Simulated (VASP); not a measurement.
# GaN in VASP: further runs, part 2 of 2

VASP 6.6.1.

### 3 Single point, r2SCAN, non-collinear spin, zero start, spin-orbit coupling (epitaxial xy strain -3.0%)

POSCAR

```
GaN
1.0
    0.0000000000      2.1814839649      2.3183350162
    2.1814839649      0.0000000000      2.3183350162
    2.1814839649      2.1814839649      0.0000000000
Ga N
1 1
Direct
    0.0000000000      0.0000000000      0.0000000000
    0.2500000000      0.2500000000      0.2500000000
```

INCAR.step1

```
SYSTEM = GaN
  PREC = Accurate
  ENCUT = 520
  ISMEAR = 0
  SIGMA = 0.01
  LREAL = .False.
  LASPH = .True.
  NELM = 150
  LNONCOLLINEAR = .True.
  MAGMOM = 0 0 0 0 0 0
  LSORBIT = .True.
  GGA_COMPAT = .False.
  NBANDS = 30
  GGA = PE
  ALGO = Normal
  EDIFF = 1E-4
  LWAVE = .True.
  LCHARG = .False.
```

INCAR.step2

```
SYSTEM = GaN
  PREC = Accurate
  ENCUT = 520
  EDIFF = 1E-7
  ISMEAR = 0
  SIGMA = 0.01
  LREAL = .False.
  LASPH = .True.
  NELM = 150
  ALGO = Normal
  ISIF = 2
  LWAVE = .False.
  LCHARG = .False.
  LNONCOLLINEAR = .True.
  MAGMOM = 0 0 0 0 0 0
  LORBIT = 11
  LSORBIT = .True.
  GGA_COMPAT = .False.
  LORBMOM = .True.
  METAGGA = R2SCAN
  LMIXTAU = .True.
  NBANDS = 30
  ISTART = 1
```

KPOINTS

```
Automatic mesh
0
Gamma
  10 10 10
  0 0 0
```

Potentials or basis: VASP PAW PBE potentials, release 64 (Ga_d, N).

Command:

```
$ cat potpaw_PBE.64/Ga_d/POTCAR potpaw_PBE.64/N/POTCAR > POTCAR
$ cp INCAR.step1 INCAR
$ mpirun -np 1 vasp_ncl > vasp.out
$ cp INCAR.step2 INCAR
$ mpirun -np 1 vasp_ncl > vasp.out
```

OUTCAR:

```text
SYSTEM = GaN
   PREC = Accurate
   ENCUT = 520
   EDIFF = 1E-7
   ISMEAR = 0
   LREAL = .False.
   LASPH = .True.
   NELM = 150
   ISIF = 2
   LNONCOLLINEAR = .True.
   LORBIT = 11
   LSORBIT = .True.
   METAGGA = R2SCAN
   ISTART = 1

 ion  position               nearest neighbor table
   1  0.000  0.000  0.000-   2 1.93   2 1.93   2 1.93   2 1.93
   2  0.250  0.250  0.250-   1 1.93   1 1.93   1 1.93   1 1.93

  LATTYP: Found a body centered tetragonal cell.
 ALAT       =     3.0850842093
 C/A-ratio  =     1.5029314333

  Lattice vectors:

 A1 = (  -2.1814839649,   0.0000000000,   2.3183350162)
 A2 = (   2.1814839649,   0.0000000000,   2.3183350162)
 A3 = (   0.0000000000,   2.1814839649,  -2.3183350162)

Analysis of symmetry for initial positions (statically):
=====================================================================
 Subroutine PRICEL returns:
 Original cell was already a primitive cell.

 Routine SETGRP: Setting up the symmetry group for a
 body centered tetragonal supercell.

 Subroutine GETGRP returns: Found  8 space group operations
 (whereof  8 operations were pure point group operations)
 out of a pool of 16 trial point group operations.

[... 1056 lines left out ...]
     0.0000000     0.0000000     0.0000000     0.0000000     0.0000000     0.0000000     0.0000000
     0.0000000     0.0000000     0.0000000     0.0000000     0.0000000     0.0000000     0.0000000
     0.0000000     0.0000000     0.0000000     0.0000000     0.0000000     0.0000000     0.0000000
     0.0000000     0.0000000     0.0000000     0.0000000     0.0000000     0.0000000     0.0000000

 Ion:    2  E_soc:     -0.0000891
 l=   1
     0.0000000    -0.0000146    -0.0000153
    -0.0000146     0.0000000    -0.0000146
    -0.0000153    -0.0000146     0.0000000
 l=   2
     0.0000000     0.0000000     0.0000000     0.0000000     0.0000000
     0.0000000     0.0000000     0.0000000     0.0000000     0.0000000
     0.0000000     0.0000000     0.0000000     0.0000000     0.0000000
     0.0000000     0.0000000     0.0000000     0.0000000     0.0000000
     0.0000000     0.0000000     0.0000000     0.0000000     0.0000000
 l=   3
     0.0000000     0.0000000     0.0000000     0.0000000     0.0000000     0.0000000     0.0000000
     0.0000000     0.0000000     0.0000000     0.0000000     0.0000000     0.0000000     0.0000000
     0.0000000     0.0000000     0.0000000     0.0000000     0.0000000     0.0000000     0.0000000
     0.0000000     0.0000000     0.0000000     0.0000000     0.0000000     0.0000000     0.0000000
     0.0000000     0.0000000     0.0000000     0.0000000     0.0000000     0.0000000     0.0000000
     0.0000000     0.0000000     0.0000000     0.0000000     0.0000000     0.0000000     0.0000000
     0.0000000     0.0000000     0.0000000     0.0000000     0.0000000     0.0000000     0.0000000

 total charge

# of ion       s       p       d       tot
------------------------------------------
    1        0.764   0.919  10.212  11.895
    2        1.232   2.569   0.000   3.801
--------------------------------------------------
tot          1.996   3.488  10.212  15.696

 magnetization (x)

# of ion       s       p       d       tot
------------------------------------------
    1       -0.000   0.000   0.000  -0.000
    2        0.000   0.000   0.000   0.000
--------------------------------------------------
tot         -0.000   0.000   0.000  -0.000

 magnetization (y)

# of ion       s       p       d       tot
------------------------------------------
    1        0.000   0.000   0.000   0.000
    2        0.000   0.000   0.000   0.000
--------------------------------------------------
tot          0.000   0.000   0.000   0.000

 magnetization (z)

# of ion       s       p       d       tot
------------------------------------------
    1        0.000  -0.000  -0.000  -0.000
    2        0.000   0.000   0.000   0.000
--------------------------------------------------
tot          0.000  -0.000  -0.000  -0.000
```

OSZICAR.step1:

```text
N       E                     dE             d eps       ncg     rms          rms(c)
DAV:   1     0.142290719503E+03    0.14229E+03   -0.85169E+03 11662   0.223E+03
DAV:   2     0.515463321852E+01   -0.13714E+03   -0.12671E+03  9814   0.489E+02
DAV:   3    -0.135242300873E+02   -0.18679E+02   -0.18357E+02 10860   0.131E+02
DAV:   4    -0.141305938936E+02   -0.60636E+00   -0.60522E+00 10888   0.261E+01
DAV:   5    -0.141416722852E+02   -0.11078E-01   -0.11078E-01 10934   0.355E+00    0.784E+00
DAV:   6    -0.120505769574E+02    0.20911E+01   -0.37212E+00 15594   0.438E+01    0.235E+00
DAV:   7    -0.120893684435E+02   -0.38791E-01   -0.60723E-01 10302   0.779E+00    0.186E+00
DAV:   8    -0.120920944597E+02   -0.27260E-02   -0.76134E-02 14584   0.461E+00    0.106E+00
DAV:   9    -0.120807605839E+02    0.11334E-01   -0.26493E-02 13944   0.386E+00    0.240E-01
DAV:  10    -0.120812985534E+02   -0.53797E-03   -0.25302E-03 12050   0.644E-01    0.154E-01
DAV:  11    -0.120811926710E+02    0.10588E-03   -0.34137E-04 12608   0.487E-01    0.483E-02
DAV:  12    -0.120811990317E+02   -0.63607E-05   -0.75214E-05  7490   0.747E-02
   1 F= -.12081199E+02 E0= -.12081199E+02  d E =-.607404E-87  mag=     0.0000     0.0000    -0.0000
```

It took 9.8 min on 1 thread of Intel Xeon 6975P-C (Granite Rapids), shared host; peak memory 0.32 GiB.

What came out:

* Free energy: -21.8589 eV
* Pressure: 7.3 GPa
* Net moment: 0.00 μB per cell
* Valence electrons inside the program's atomic spheres: Ga 11.89; N 3.80

Stress tensor (GPa, compression positive):
```
10.26  0.00  0.00
 0.00 10.26  0.00
 0.00  0.00  1.33
```

Moments on the atoms (μB; x, y, z):
```
Ga  0.00 0.00 0.00
N   0.00 0.00 0.00
```

Caveat: the cell differs from its parent crystal (epitaxial xy strain -3.0%); the cell stands under pressure; the PAW data sets were made with another functional, which shifts forces and pressure a little.

### 4 Single point, HSE06

This run uses another cell than the first one, of 11.37 Å³/atom.

POSCAR

```
GaN
1.0
    0.0000000000      2.2489525411      2.2489525411
    2.2489525411      0.0000000000      2.2489525411
    2.2489525411      2.2489525411      0.0000000000
Ga N
1 1
Direct
    0.0000000000      0.0000000000      0.0000000000
    0.2500000000      0.2500000000      0.2500000000
```

INCAR.step1

```
PREC = Accurate ; ENCUT = 520
EDIFF = 1E-5 ; ISMEAR = 0
SIGMA = 0.01 ; LREAL = F
LASPH = T ; NELM = 100
ALGO = Normal ; ISIF = 2
LWAVE = T ; LCHARG = F
GGA = PE ; NBANDS = 16
```

INCAR.step2

```
PREC = Accurate ; ENCUT = 520
EDIFF = 1E-7 ; ISMEAR = 0
SIGMA = 0.01 ; LREAL = F
LASPH = T ; NELM = 100
ALGO = Normal ; ISIF = 2
LWAVE = F ; LCHARG = F
GGA = PE ; LHFCALC = T
HFSCREEN = 0.2079 ; PRECFOCK = Normal
ISTART = 1 ; NBANDS = 16
```

KPOINTS

```
Automatic mesh
0
Gamma
  6 6 6
```

Command:

```
$ cat potpaw_PBE.64/Ga_d/POTCAR potpaw_PBE.64/N/POTCAR > POTCAR
$ cp INCAR.step1 INCAR
$ mpirun -np 1 vasp_std > vasp.out
$ cp INCAR.step2 INCAR
$ mpirun -np 1 vasp_std > vasp.out
```

It took 51 min on 1 thread of AMD EPYC 7R43 (Zen 3), shared host; peak memory 0.22 GiB.

It converged, with:

| Quantity | Value |
| --- | --- |
| Free energy | -14.7383 eV |
| Pressure | -0.1 GPa |
| Band gap on the k mesh | 3.02 eV |

Levels at points of the mesh, in eV from the valence-band top:
| k point | band 6 | band 7 | band 8 | band 9 | band 10 | band 11 | band 12 | band 13 |
| --- | --- | --- | --- | --- | --- | --- | --- | --- |
| (0.00, 0.00, 0.00) | -15.25 | 0.00 | 0.00 | 0.00 | 3.02 | 11.96 | 11.96 | 11.96 |
| (0.50, 0.00, 0.00) | -13.61 | -7.58 | -1.05 | -1.05 | 6.13 | 10.45 | 11.94 | 11.94 |
| (0.50, 0.50, 0.00) | -13.05 | -6.59 | -2.93 | -2.93 | 4.45 | 8.19 | 13.63 | 16.10 |

Caveat: the PAW data sets were made with another functional, which shifts forces and pressure a little.

### 5 Single point, HSE06 (epitaxial xy strain +1.0%)

POSCAR

```
GaN
1.0
    0.0000000000      2.2714420665      2.2244082653
    2.2714420665      0.0000000000      2.2244082653
    2.2714420665      2.2714420665      0.0000000000
Ga N
1 1
Direct
    0.0000000000      0.0000000000      0.0000000000
    0.2500000000      0.2500000000      0.2500000000
```

INCAR.step1

```
SYSTEM = GaN
PREC     = Accurate       ! precision mode
ENCUT    = 520            ! plane-wave cutoff, eV
EDIFF    = 1E-5           ! SCF threshold, eV
ISMEAR   = 0              ! smearing method
SIGMA    = 0.01           ! smearing width, eV
LREAL    = .False.        ! projectors in reciprocal space
LASPH    = .True.         ! aspherical terms in the spheres
NELM     = 100            ! most SCF steps
ALGO     = Normal         ! electronic algorithm
ISIF     = 2              ! what is computed and relaxed
LWAVE    = .True.         ! write WAVECAR
LCHARG   = .False.        ! write CHGCAR
GGA      = PE             ! functional
NBANDS   = 16             ! bands
```

INCAR.step2

```
SYSTEM = GaN
PREC     = Accurate       ! precision mode
ENCUT    = 520            ! plane-wave cutoff, eV
EDIFF    = 1E-6           ! SCF threshold, eV
ISMEAR   = 0              ! smearing method
SIGMA    = 0.01           ! smearing width, eV
LREAL    = .False.        ! projectors in reciprocal space
LASPH    = .True.         ! aspherical terms in the spheres
NELM     = 100            ! most SCF steps
ALGO     = Normal         ! electronic algorithm
ISIF     = 2              ! what is computed and relaxed
LWAVE    = .False.        ! write WAVECAR
LCHARG   = .False.        ! write CHGCAR
GGA      = PE             ! functional
LHFCALC  = .True.         ! exact exchange
HFSCREEN = 0.2079         ! screening, 1/A
PRECFOCK = Normal       
ISTART   = 1            
NBANDS   = 16             ! bands
```

KPOINTS

```
regular mesh
0
Gamma
  6 6 6
  0 0 0
```

Command:

```
$ cat potpaw_PBE.64/Ga_d/POTCAR potpaw_PBE.64/N/POTCAR > POTCAR
$ cp INCAR.step1 INCAR
$ mpirun -np 1 vasp_std > vasp.out
$ cp INCAR.step2 INCAR
$ mpirun -np 1 vasp_std > vasp.out
```

Run time: 80 min. Hardware: 1 thread of Intel Xeon 8259CL, shared host; peak memory 0.26 GiB.

It converged, with:

```
Free energy            : -14.7344 eV
Pressure               : -1.8 GPa
Band gap on the k mesh : 2.89 eV
```

Stress tensor (GPa, compression positive):
```
-2.74  0.00  0.00
 0.00 -2.74  0.00
 0.00  0.00 -0.04
```

Levels at points of the mesh, in eV from the valence-band top:
| k point | band 7 | band 8 | band 9 | band 10 | band 11 | band 12 |
| --- | --- | --- | --- | --- | --- | --- |
| (0.00, 0.00, 0.00) | -0.09 | -0.09 | 0.00 | 2.89 | 11.80 | 11.85 |
| (0.50, 0.00, 0.00) | -7.58 | -1.18 | -1.02 | 5.98 | 10.34 | 11.66 |
| (0.50, 0.50, 0.00) | -6.45 | -3.07 | -3.07 | 4.30 | 7.83 | 13.70 |
| (0.50, 0.00, 0.50) | -6.69 | -2.91 | -2.89 | 4.43 | 8.19 | 13.38 |

Caveat: the cell differs from its parent crystal (epitaxial xy strain +1.0%); the PAW data sets were made with another functional, which shifts forces and pressure a little.

### 6 Single point, HSE06 (epitaxial xy strain -3.0%)

POSCAR

```
GaN
1.0
    0.0000000000      2.1814839649      2.3183350162
    2.1814839649      0.0000000000      2.3183350162
    2.1814839649      2.1814839649      0.0000000000
Ga N
1 1
Direct
    0.0000000000      0.0000000000      0.0000000000
    0.2500000000      0.2500000000      0.2500000000
```

INCAR.step1

```
SYSTEM = GaN
ALGO = Normal
EDIFF = 1E-5
ENCUT = 520
GGA = PE
ISIF = 2
ISMEAR = 0
LASPH = .TRUE.
LCHARG = .FALSE.
LREAL = .FALSE.
LWAVE = .TRUE.
NBANDS = 16
NELM = 80
PREC = Accurate
SIGMA = 0.01
```

INCAR.step2

```
SYSTEM = GaN
ALGO = Normal
EDIFF = 1E-7
ENCUT = 520
GGA = PE
HFSCREEN = 0.2079
ISIF = 2
ISMEAR = 0
ISTART = 1
LASPH = .TRUE.
LCHARG = .FALSE.
LHFCALC = .TRUE.
LREAL = .FALSE.
LWAVE = .FALSE.
NBANDS = 16
NELM = 80
PREC = Accurate
PRECFOCK = Normal
SIGMA = 0.01
```

KPOINTS

```
k-points
0
G
  6 6 6
  0 0 0
```

Potentials or basis: VASP PAW PBE potentials, release 64 (Ga_d, N).

Command:

```
$ cat potpaw_PBE.64/Ga_d/POTCAR potpaw_PBE.64/N/POTCAR > POTCAR
$ cp INCAR.step1 INCAR
$ mpirun -np 1 vasp_std > vasp.out
$ cp INCAR.step2 INCAR
$ mpirun -np 1 vasp_std > vasp.out
```

Wall time 79 min (1 thread of AMD EPYC 7R43 (Zen 3), shared host); peak memory 0.23 GiB.

Results (log left out):

- Free energy: -14.7004 eV
- Pressure: 6.0 GPa
- Band gap on the k mesh: 3.13 eV

Stress tensor (GPa, compression positive):
```
 9.09  0.00  0.00
 0.00  9.09  0.00
 0.00  0.00 -0.24
```

Levels at points of the mesh, in eV from the valence-band top:
| k point | band 7 | band 8 | band 9 | band 10 | band 11 | band 12 |
| --- | --- | --- | --- | --- | --- | --- |
| (0.00, 0.00, 0.00) | -0.32 | 0.00 | 0.00 | 3.13 | 12.04 | 12.04 |
| (0.50, 0.00, 0.00) | -7.89 | -1.45 | -0.93 | 6.14 | 10.54 | 11.67 |
| (0.50, 0.50, 0.00) | -7.30 | -2.80 | -2.80 | 4.69 | 8.98 | 13.15 |
| (0.50, 0.00, 0.50) | -6.59 | -3.32 | -3.27 | 4.24 | 7.93 | 14.09 |

Caveat: the cell differs from its parent crystal (epitaxial xy strain -3.0%); the cell stands under pressure; the PAW data sets were made with another functional, which shifts forces and pressure a little.

### 7 Summary

```csv
level,spin,cell,k mesh,grid for exact exchange (PRECFOCK),share of exact exchange,screening parameter,gap on the mesh (eV),pressure (GPa),moment (μB)
r2SCAN,"non-collinear, zero start, SOC","a = 3.179, b = 3.179, c = 3.212 Å, angles 59.7, 59.7, 60.7°, 2 atoms",10 × 10 × 10,-,-,-,-,-0.7,0.00
r2SCAN,"non-collinear, zero start, SOC","a = 3.183, b = 3.183, c = 3.085 Å, angles 61.0, 61.0, 58.0°, 2 atoms",10 × 10 × 10,-,-,-,-,7.3,0.00
HSE06,off,"a = 3.180 Å, angles 60.0°, 2 atoms",6 × 6 × 6,Normal,0.25,0.2079 1/Å,3.02,-0.1,-
HSE06,off,"a = 3.179, b = 3.179, c = 3.212 Å, angles 59.7, 59.7, 60.7°, 2 atoms",6 × 6 × 6,Normal,0.25,0.2079 1/Å,2.89,-1.8,-
HSE06,off,"a = 3.183, b = 3.183, c = 3.085 Å, angles 61.0, 61.0, 58.0°, 2 atoms",6 × 6 × 6,Normal,0.25,0.2079 1/Å,3.13,6.0,-
```

Alike in all rows: task single point; potentials or basis VASP PAW PBE potentials, release 64 (Ga_d, N); cutoff (eV) 520; smearing gaussian 0.01 eV.

Caveats: the PAW data sets were made with another functional, which shifts forces and pressure a little; the cell stands under pressure (at least some runs).

Absolute energies hang on the potentials; compare differences alone.
